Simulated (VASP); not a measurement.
Runs of VASP 6.6.1 on Al3InAs4. The structure is that of space group P-43m (No. 215), or close to it. The cells are those of the table. 

| task | cell | k mesh | cutoff (eV) | smearing | gap on the mesh (eV) | pressure (GPa) | relaxed volume (Å³/atom) | largest force (eV/Å) |
| --- | --- | --- | --- | --- | --- | --- | --- | --- |
| relaxation of cell and atoms | relaxed from a = 5.825 Å, 8 atoms | 6 × 6 × 6 | 600 | gaussian 0.02 eV | 1.15 | 0.0 | (b) | - |
| single point | a = 5.835 Å, 8 atoms | 6 × 6 × 6 | 520 | gaussian 0.02 eV | 1.16 | (a) | - | 0.01 |
| single point | a = 5.825 Å, 8 atoms | 4 × 4 × 4 | 520 | gaussian 0.1 eV | 1.20 | 0.4 | - | 0.05 |
| relaxation of cell and atoms | relaxed from a = 5.516 Å, 8 atoms | 4 × 4 × 4 | 600 | gaussian 0.1 eV | 1.13 | -0.1 | 24.95 | - |
| single point | a = 5.516 Å, 8 atoms | 4 × 4 × 4 | 520 | gaussian 0.1 eV | 1.24 | 16.7 | - | - |

Alike in all rows: level PBE; potentials or basis VASP PAW PBE potentials, release 64 (Al, In_d, As); no spin polarisation.

Estimate the missing entries.

(a) 0.1; (b) 24.90.

Caveats: spin-orbit coupling is left out, which moves the levels of the heavy elements; the volume moved by over 15 % at a fixed basis, so the end points are rough (some runs).

A k mesh can miss the band edges, and the runs leave out spin-orbit coupling on As, In.
